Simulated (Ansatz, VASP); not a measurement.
# Two plane-wave programs on Ni

```xyz
2
Lattice="2.7969 0.0000 0.0000 0.0000 2.7969 0.0000 0.0000 0.0000 2.7969" Properties=species:S:1:pos:R:3 pbc="T T T"
Ni    0.0000    0.0000    0.0000
Ni    1.3985    1.3985    1.3985
```

Alike in both runs: task relaxation of cell and atoms; functional BLYP; k mesh 11 × 11 × 11; occupations fermi-dirac, width 0.05 eV; collinear spin.

```csv
,VASP,Ansatz
version,VASP 6.6.1,Ansatz 0.2.0
potentials or method,"VASP PAW PBE potentials, release 64 (Ni), cutoff 600 eV","plane waves (420 eV) with PAW, scalar-relativistic"
valence electrons in the cell,20,36
```

|  | VASP | Ansatz | Ansatz less VASP |
| --- | --- | --- | --- |
| net moment per atom (μB) | 0.00 | 0.00 | 0.000 |
| relaxed volume (Å³/atom) | 11.46 | 11.46 | -0.005 |
| relaxed length of the cell vector where the two differ most in proportion (Å) | 2.841 | 2.840 | -0.0004 |

VASP's potentials were made for PBE, not for BLYP. VASP's potentials hold 20 valence electrons a cell and Ansatz's 36, so a difference there can come from the potentials and not from the codes. Ansatz's warnings: seeded moment not kept.
